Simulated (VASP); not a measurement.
# Bi (Pm-3m) in VASP: a series of runs

Runs on Bi. Level: PBE. Tasks: single point, relaxation of cell and atoms.

Everything below comes from runs of VASP 6.6.1. Logs are shortened: lines on timing, memory, paths and dates and some standing lists are left out, and cuts for length are marked.

### Step 1. The cell of the first run

It takes space group Pm-3m (No. 221, cubic). The conventional cell has a = 3.138 Å, b = 3.138 Å, c = 3.138 Å, α = 90.00°, β = 90.00°, γ = 90.00°. Bi (site symmetry m-3m) has 6 Bi at 3.14 Å within 4.1 Å.

### Step 2. Single point, PBE (volume scaled by 0.88)

File INCAR:

```
PREC = Accurate
ENCUT = 520
EDIFF = 1E-6
ISMEAR = -1
SIGMA = 0.08
LREAL = F
LASPH = T
NELM = 60
ALGO = Normal
ISIF = 2
LWAVE = F
LCHARG = T
GGA = PE
LELF = T
LVHAR = T
NBANDS = 14
```

File KPOINTS:

```
regular mesh
0
Gamma
  13 13 13
```

File POSCAR:

```
Bi
1.0
    3.1379827167      0.0000000000      0.0000000000
    0.0000000000      3.1379827167      0.0000000000
    0.0000000000      0.0000000000      3.1379827167
Bi
1
Direct
    0.0000000000      0.0000000000      0.0000000000
```

Potentials or basis: VASP PAW PBE potentials, release 64 (Bi_d).

The run is started by

```sh
> cat potpaw_PBE.64/Bi_d/POTCAR > POTCAR
> mpirun -np 1 vasp_std > vasp.out
```

OUTCAR:

```text
PREC = Accurate
   ENCUT = 520
   EDIFF = 1E-6
   ISMEAR = -1
   LREAL = F
   LASPH = T
   NELM = 60
   ISIF = 2
   GGA = PE

 ion  position               nearest neighbor table
   1  0.000  0.000  0.000-

  LATTYP: Found a simple cubic cell.
 ALAT       =     3.1379827167

  Lattice vectors:

 A1 = (   3.1379827167,   0.0000000000,   0.0000000000)
 A2 = (   0.0000000000,   3.1379827167,   0.0000000000)
 A3 = (   0.0000000000,   0.0000000000,   3.1379827167)

Analysis of symmetry for initial positions (statically):
=====================================================================
 Subroutine PRICEL returns:
 Original cell was already a primitive cell.

 Routine SETGRP: Setting up the symmetry group for a
 simple cubic supercell.

 Subroutine GETGRP returns: Found 48 space group operations
 (whereof 48 operations were pure point group operations)
 out of a pool of 48 trial point group operations.

The static configuration has the point symmetry O_h .

Analysis of symmetry for dynamics (positions and initial velocities):
=====================================================================
 Subroutine PRICEL returns:
 Original cell was already a primitive cell.

 Routine SETGRP: Setting up the symmetry group for a
 simple cubic supercell.

 Subroutine GETGRP returns: Found 48 space group operations
 (whereof 48 operations were pure point group operations)
 out of a pool of 48 trial point group operations.

The dynamic configuration has the point symmetry O_h .

 Subroutine INISYM returns: Found 48 space group operations
 (whereof 48 operations are pure point group operations),
 and found     1 'primitive' translations

----------------------------------------------------------------------------------------

                                     Primitive cell

  volume of cell :      30.8995

  direct lattice vectors                    reciprocal lattice vectors
     3.137982717  0.000000000  0.000000000     0.318676070  0.000000000  0.000000000
     0.000000000  3.137982717  0.000000000     0.000000000  0.318676070  0.000000000
     0.000000000  0.000000000  3.137982717     0.000000000  0.000000000  0.318676070

  length of vectors
     3.137982717  3.137982717  3.137982717     0.318676070  0.318676070  0.318676070

  position of ions in fractional coordinates (direct lattice)
     0.000000000  0.000000000  0.000000000

  ion indices of the primitive-cell ions
   primitive index   ion index
                 1           1

----------------------------------------------------------------------------------------

 KPOINTS: regular mesh

Automatic generation of k-mesh.
 Grid dimensions read from file:
 generate k-points for:   13   13   13

 Generating k-lattice:

  Cartesian coordinates                     Fractional coordinates (reciprocal lattice)
     0.024513544  0.000000000  0.000000000     0.076923077  0.000000000  0.000000000
     0.000000000  0.024513544  0.000000000     0.000000000  0.076923077  0.000000000
     0.000000000  0.000000000  0.024513544     0.000000000  0.000000000  0.076923077

  Length of vectors
     0.024513544  0.024513544  0.024513544

  Shift w.r.t. Gamma in fractional coordinates (k-lattice)
     0.000000000  0.000000000  0.000000000

 Subroutine IBZKPT returns following result:
 ===========================================

 Found     84 irreducible k-points:

 Following reciprocal coordinates:
            Coordinates               Weight
  0.000000  0.000000  0.000000      1.000000
  0.076923  0.000000  0.000000      6.000000
  0.153846  0.000000  0.000000      6.000000
  0.230769  0.000000  0.000000      6.000000
  0.307692  0.000000  0.000000      6.000000
  0.384615  0.000000  0.000000      6.000000
[... 16 lines left out ...]
  0.307692  0.307692  0.000000     12.000000
  0.384615  0.307692  0.000000     24.000000
 [... further k-points ...]
   k-points           NKPTS =     84   k-points in BZ     NKDIM =     84   number of bands    NBANDS=     14
   number of dos      NEDOS =    301   number of ions     NIONS =      1
   total plane-waves  NPLWV =  13824
   dimension x,y,z NGX =    24 NGY =   24 NGZ =   24
   dimension x,y,z NGXF=    48 NGYF=   48 NGZF=   48
   ions per type =               1
   NGX,Y,Z   is equivalent  to a cutoff of  12.71, 12.71, 12.71 a.u.
   NGXF,Y,Z  is equivalent  to a cutoff of  25.43, 25.43, 25.43 a.u.
 SYSTEM =  unknown system
   PREC   = accura    normal or accurate (medium, high low for compatibility)
   ISTART =      0    job   : 0-new  1-cont  2-samecut
   ICHARG =      2    charge: 1-file 2-atom 10-const
   ISPIN  =      1    spin polarized calculation?
   LNONCOLLINEAR =      F non collinear calculations
   LSORBIT =      F    spin-orbit coupling
   LASPH  =      T    aspherical Exc in radial PAW
   ENCUT  =  520.0 eV  38.22 Ry    6.18 a.u.   5.83  5.83  5.83*2*pi/ulx,y,z
   NELM   =     60;   NELMIN=  2; NELMDL= -5     # of ELM steps
   EDIFF  = 0.1E-05   stopping-criterion for ELM
   LREAL  =      F    real-space projection
   EDIFFG = 0.1E-04   stopping-criterion for IOM
   NSW    =      0    number of steps for IOM
   IBRION =     -1    ionic relax: 0-MD 1-quasi-New 2-CG
   NFREE  =      0    steps in history (QN), initial steepest desc. (CG)
   ISIF   =      2    stress and relaxation
   ISYM   =      2    0-nonsym 1-usesym 2-fastsym
   POTIM  = 0.5000    time-step for ionic-motion
   TEBEG  =    0.0;   TEEND  =   0.0 temperature during run
   PSTRESS=    0.0 pullay stress
   NELECT =      15.0000    total number of electrons
   NUPDOWN=      -1.0000    fix difference up-down
   EMIN   =  10.00;   EMAX   =-10.00  energy-range for DOS
   EFERMI =   0.00;   METHOD = LEGACY
   ISMEAR =    -1;   SIGMA  =   0.08  broadening in eV -4-tet -1-fermi 0-gaus
   EFERMI_NEDOS =   21; number of points for ismear=-14 and -15
   IALGO  =     38    algorithm
   IMIX   =      4    mixing-type and parameters
     AMIX     =   0.40;   BMIX     =  1.00
     AMIX_MAG =   1.60;   BMIX_MAG =  1.00
  volume/ion in A,a.u.               =      30.90       208.52
  Fermi-wavevector in a.u.,A,eV,Ry     =   1.286633  2.431384 22.523419  1.655425
  Thomas-Fermi vector in A             =   2.418696
   LORBIT       =      0    0 simple, 1 ext, 2 COOP (PROOUT), +10 PAW based schemes
   GGA     = PE    functional components
   LHFCALC =     F    Hartree Fock is set to
   AEXX    =    0.0000 exact exchange contribution
   IVDW    =     0    specifies the selected vdW correction
   LEPSILON=     F    determine dielectric tensor
   LRPA    =     F    only Hartree local field effects (RPA)
 non-spin polarized calculation
  energy-cutoff  :      520.00
  volume of cell :       30.90
 maximum number of plane-waves:       851
 NGX is ok and might be reduce to    24
   NGX = 11   NGY = 11   NGZ = 11

 number of electron      14.9999993 magnetization

 Free energy of the ion-electron system (eV)
  ---------------------------------------------------
  ext. energy  EPLUGINS =         0.00000000
  ---------------------------------------------------
  free energy    TOTEN  =        -3.76369283 eV

  energy without entropy =       -3.75591516  energy(sigma->0) =       -3.75980399

 E-fermi :   7.9422     XC(G=0): -10.1826

 val. band max:        7.8828530971   @ k =   0.2308   0.2308   0.2308
 cond. band min:       7.9692138753   @ k =   0.3077   0.2308   0.1538
 fundamental gap:      0.0863607782
 Fermi energy:         7.9421506521

 k-point     1 :       0.0000    0.0000    0.0000
  band No.  band energies     occupation
      1     -15.2563      2.00000
      2     -15.2563      2.00000
      3     -14.8026      2.00000
      4     -14.8026      2.00000
      5     -14.8026      2.00000
      6      -5.9674      2.00000
      7      11.3101      0.00000
      8      11.3101      0.00000
      9      11.3101      0.00000
     10      14.8055      0.00000
     11      16.0480      0.00000
     12      16.0480      0.00000
     13      25.2056      0.00000
     14      25.2056      0.00000

 k-point     2 :       0.0769    0.0000    0.0000
  band No.  band energies     occupation
      1     -15.2551      2.00000
      2     -15.2353      2.00000
      3     -14.8094      2.00000
      4     -14.8094      2.00000
      5     -14.8020      2.00000
      6      -5.8833      2.00000
      7      10.2037      0.00000
      8      11.4062      0.00000
      9      11.4062      0.00000
     10      15.1663      0.00000
     11      16.1039      0.00000
     12      16.9940      0.00000
     13      24.6565      0.00000
     14      25.0821      0.00000

 k-point     3 :       0.1538    0.0000    0.0000
  band No.  band energies     occupation
      1     -15.2518      2.00000
      2     -15.1771      2.00000
      3     -14.8283      2.00000
      4     -14.8283      2.00000
      5     -14.8005      2.00000
      6      -5.6335      2.00000
      7       8.2690      0.03306
      8      11.6849      0.00000
      9      11.6849      0.00000
     10      15.4747      0.00000
     11      16.2724      0.00000
     12      19.2234      0.00000
     13      23.4976      0.00000
     14      24.5105      0.00000

 k-point     4 :       0.2308    0.0000    0.0000
  band No.  band energies     occupation
      1     -15.2472      2.00000
      2     -15.0953      2.00000
      3     -14.8549      2.00000
      4     -14.8549      2.00000
      5     -14.7983      2.00000
      6      -5.2297      2.00000
      7       6.3299      2.00000
      8      12.1160      0.00000
      9      12.1160      0.00000
     10      15.8304      0.00000
     11      16.5557      0.00000
     12      21.8143      0.00000
     13      22.2348      0.00000
     14      23.2326      0.00000

 k-point     5 :       0.3077    0.0000    0.0000
  band No.  band energies     occupation
      1     -15.2423      2.00000
      2     -15.0086      2.00000
      3     -14.8830      2.00000
      4     -14.8830      2.00000
      5     -14.7960      2.00000
      6      -4.7056      2.00000
      7       4.5887      2.00000
      8      12.6400      0.00000
      9      12.6400      0.00000
     10      16.3086      0.00000
     11      16.9565      0.00000
[... 276 lines left out ...]
 k-point    22 :       0.4615    0.2308    0.0000
  band No.  band energies     occupation
      1     -15.1350      2.00000
      2     -14.9884      2.00000
      3     -14.9133      2.00000
      4     -14.8438      2.00000
      5     -14.8133      2.00000
      6      -3.0268      2.00000
      7       3.1083      2.00000
      8       8.5451      0.00107
      9      13.7293      0.00000
     10      14.3636      0.00000
     11      18.5017      0.00000
     12      19.4677      0.00000
     13      21.1609      0.00000
     14      24.6238      0.00000

 k-point    23 :       0.3077    0.3077    0.0000
  band No.  band energies     occupation
      1     -15.1208      2.00000
      2     -14.9812      2.00000
      3     -14.8758      2.00000
      4     -14.8738      2.00000
      5     -14.8539      2.00000
      6      -3.4602      2.00000
      7       5.8197      2.00000
      8       5.8862      2.00000
      9      14.0333      0.00000
     10      14.1680      0.00000
     11      17.6887      0.00000
     12      21.2845      0.00000
     13      22.8350      0.00000
     14      23.6975      0.00000

 k-point    24 :       0.3846    0.3077    0.0000
  band No.  band energies     occupation
      1     -15.1051      2.00000
      2     -15.0094      2.00000
      3     -14.8975      2.00000
      4     -14.8724      2.00000
      5     -14.7888      2.00000
      6      -2.9071      2.00000
      7       4.4384      2.00000
      8       6.3785      2.00000
      9      12.9997      0.00000
     10      14.5738      0.00000
     11      18.2513      0.00000
     12      20.5971      0.00000
     13      22.1143      0.00000
     14      23.7043      0.00000

 [... further k-points ...]
[... 5 lines left out ...]
  --------------------------------------------------------------------------------------
  -------------------------------------------------------------------------------------
  Total        1.5246457      1.5246457      1.5246457     -0.0000000      0.0000000     -0.0000000
  in kB       79.0547310     79.0547310     79.0547310     -0.0000000      0.0000000     -0.0000000
  external PRESSURE =      79.0547310 kB  Pullay stress =       0.0000000 kB

 VOLUME and BASIS-vectors are now :
 -----------------------------------------------------------------------------
  energy-cutoff  :      520.00
  volume of cell :       30.90
      direct lattice vectors                 reciprocal lattice vectors
     3.137982717  0.000000000  0.000000000     0.318676070  0.000000000  0.000000000
     0.000000000  3.137982717  0.000000000     0.000000000  0.318676070  0.000000000
     0.000000000  0.000000000  3.137982717     0.000000000  0.000000000  0.318676070

 POSITION                                       TOTAL-FORCE (eV/Angst)
 -----------------------------------------------------------------------------------
      0.00000      0.00000      0.00000         0.000000      0.000000      0.000000
 -----------------------------------------------------------------------------------
    total drift:                                0.000000      0.000000     -0.000000

  FREE ENERGIE OF THE ION-ELECTRON SYSTEM (eV)
  ---------------------------------------------------
  free  energy   TOTEN  =        -3.7636928257 eV

  energy  without entropy=       -3.7559151622  energy(sigma->0) =       -3.75980399
```

Wall time 12 s (1 thread of AMD EPYC 9R45 (Zen 5), shared host); peak memory 0.13 GiB.

What came out:

* Free energy: -3.7637 eV
* Pressure: 7.9 GPa

Levels at points of the mesh, in eV from the Fermi level:
```tsv
k point	band 3	band 4	band 5	band 6	band 7	band 8	band 9	band 10	band 11	band 12
(0.00, 0.00, 0.00)	-22.74	-22.74	-22.74	-13.91	3.37	3.37	3.37	6.86	8.11	8.11
```

Caveat: the cell differs from its parent crystal (volume scaled by 0.88); spin-orbit coupling is left out, which moves the levels of the heavy elements.

### Step 3. Single point, PBE (volume scaled by 0.88)

File INCAR:

```
SYSTEM = Bi
PREC = Accurate
ENCUT = 520
EDIFF = 1E-7
ISMEAR = -1
SIGMA = 0.08
LREAL = .FALSE.
LASPH = .TRUE.
NELM = 80
ALGO = Normal
ISIF = 2
LWAVE = .FALSE.
LCHARG = .FALSE.
GGA = PE
NBANDS = 14
```

File KPOINTS:

```
regular mesh
0
G
  13 13 13
  0 0 0
```

POSCAR is that of step 2.

Potentials or basis: VASP PAW PBE potentials, release 64 (Bi_d).

The run is started by

```sh
> cat potpaw_PBE.64/Bi_d/POTCAR > POTCAR
> mpirun -np 1 vasp_std > vasp.out
```

Wall time 12 s (1 thread of AMD EPYC 9R45 (Zen 5), shared host); peak memory 0.13 GiB.

Results (log left out):

```yaml
Free_energy: -3.7637 eV
Pressure: 7.9 GPa
```

Levels at points of the mesh, in eV from the Fermi level:
| k point | band 5 | band 6 | band 7 | band 8 | band 9 | band 10 |
| --- | --- | --- | --- | --- | --- | --- |
| (0.00, 0.00, 0.00) | -22.75 | -13.91 | 3.37 | 3.37 | 3.37 | 6.86 |

Caveat: the cell differs from its parent crystal (volume scaled by 0.88); spin-orbit coupling is left out, which moves the levels of the heavy elements.

### Step 4. Single point, PBE

This run uses another cell than the first one, of 35.11 Å³/atom, 1.136 times its volume.

File INCAR:

```
ALGO = Normal ; EDIFF = 1E-6
ENCUT = 520 ; GGA = PE
ISIF = 2 ; ISMEAR = -1
LASPH = True ; LCHARG = True
LELF = True ; LREAL = False
LVHAR = True ; LWAVE = False
NBANDS = 14 ; NELM = 100
PREC = Accurate ; SIGMA = 0.08
```

File KPOINTS:

```
k-points
0
Gamma
  13 13 13
```

File POSCAR:

```
Bi
1.0
    3.2745854155      0.0000000000      0.0000000000
    0.0000000000      3.2745854155      0.0000000000
    0.0000000000      0.0000000000      3.2745854155
Bi
1
Direct
    0.0000000000      0.0000000000      0.0000000000
```

The run is started by

```sh
> cat potpaw_PBE.64/Bi_d/POTCAR > POTCAR
> mpirun -np 1 vasp_std > vasp.out
```

Wall time 12 s (1 thread of AMD EPYC 9R45 (Zen 5), shared host); peak memory 0.13 GiB.

It converged, with:

- Free energy: -3.8567 eV
- Pressure: -0.1 GPa

Levels at points of the mesh, in eV from the Fermi level:
| k point | band 4 | band 5 | band 6 | band 7 | band 8 | band 9 | band 10 | band 11 |
| --- | --- | --- | --- | --- | --- | --- | --- | --- |
| (0.00, 0.00, 0.00) | -22.64 | -22.64 | -12.99 | 3.08 | 3.08 | 3.08 | 6.19 | 7.75 |

Caveat: spin-orbit coupling is left out, which moves the levels of the heavy elements.

[end of part 1 of 2]
